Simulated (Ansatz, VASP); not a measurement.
## SnO in VASP and in Ansatz

```
Sn O
1.0
     4.01679    0.00000    0.00000
     0.00000    3.79265    0.00000
     0.00000    0.00000    4.75821
Sn O
2 2
Direct
  0.50000 0.00000 0.23350
  0.00000 0.50000 0.76650
  0.00000 0.00000 0.00969
  0.50000 0.50000 0.99031
```

Change from the starting cell: uniaxial_x strain +5.9%.

Alike in both runs: task single point; functional HSE06; k mesh 4 × 4 × 4; no spin polarisation.

```csv
,VASP,Ansatz
version,VASP 6.6.1,Ansatz 0.2.0
potentials or method,"VASP PAW PBE potentials, release 64 (Sn_d, O)","plane waves, PAW"
plane-wave cutoff (eV),520,420
occupations,"gaussian, width 0.01 eV",fixed
valence electrons in the cell,40,40
```

```tsv
	VASP	Ansatz	Ansatz less VASP
gap on the k mesh at the Fermi level (eV)	0.97	0.95	-0.013
pressure (GPa)	-2.6	-2.9	-0.31
traceless stress, the component that is largest in VASP (GPa)	3.27	3.28	+0.007
rms of the force components (eV/Å)	0.014	0.056	+0.0421
```

Atom by atom the forces differ by 0.042 eV/Å (rms over components). Ansatz's warnings: stress exchange threshold loose, stress scf threshold loose.
